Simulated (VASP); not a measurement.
Here is a VASP 6.6.1 calculation.

INCAR

```
  PREC = Accurate
  ENCUT = 600
  EDIFF = 1E-6
  ISMEAR = 0
  SIGMA = 0.1
  LREAL = False
  LASPH = True
  NELM = 60
  ALGO = Normal
  ISIF = 3
  LWAVE = False
  LCHARG = False
  GGA = PE
  IBRION = 2
  NSW = 100
  EDIFFG = -0.01
```

Contents of KPOINTS:

```
Automatic mesh
0
Gamma
  12 12 6
```

The input POSCAR:

```
B
1.0
    3.0923761181      0.0000000000      0.0000000000
   -1.5461880590      2.6780762763      0.0000000000
    0.0000000000      0.0000000000      7.7207948277
B
9
Direct
    0.5000000000      0.5000000000      0.0565873962
    0.5000000000      0.0000000000      0.7232540629
    0.0000000000      0.5000000000      0.3899207295
    0.5000000000      0.5000000000      0.6100792705
    0.5000000000      0.0000000000      0.2767459371
    0.0000000000      0.5000000000      0.9434126038
    0.0000000000      0.0000000000      0.5000000000
    0.0000000000      0.0000000000      0.1666666667
    0.0000000000      0.0000000000      0.8333333333
```

Potentials or basis: VASP PAW PBE potentials, release 64 (B).

The run is started by

```console
$ cat potpaw_PBE.64/B/POTCAR > POTCAR
$ mpirun -np 1 vasp_std > vasp.out
```

Predict the relaxed cell.

a = 3.227 Å, b = 3.227 Å, c = 6.653 Å, α = 90.00°, β = 90.00°, γ = 120.00°.

Estimate the relaxed volume.

6.67 Å³/atom.

Estimate the space group after relaxing (to 0.05 Å).

P6_222 (No. 180).

Forces on the atoms (eV/Å):
```
B    0.000  0.000  0.007
B    0.000  0.000  0.007
B    0.000  0.000  0.007
B    0.000  0.000 -0.007
B    0.000  0.000 -0.007
B    0.000  0.000 -0.007
B    0.000  0.000  0.000
B    0.000  0.000  0.000
B    0.000  0.000  0.000
```
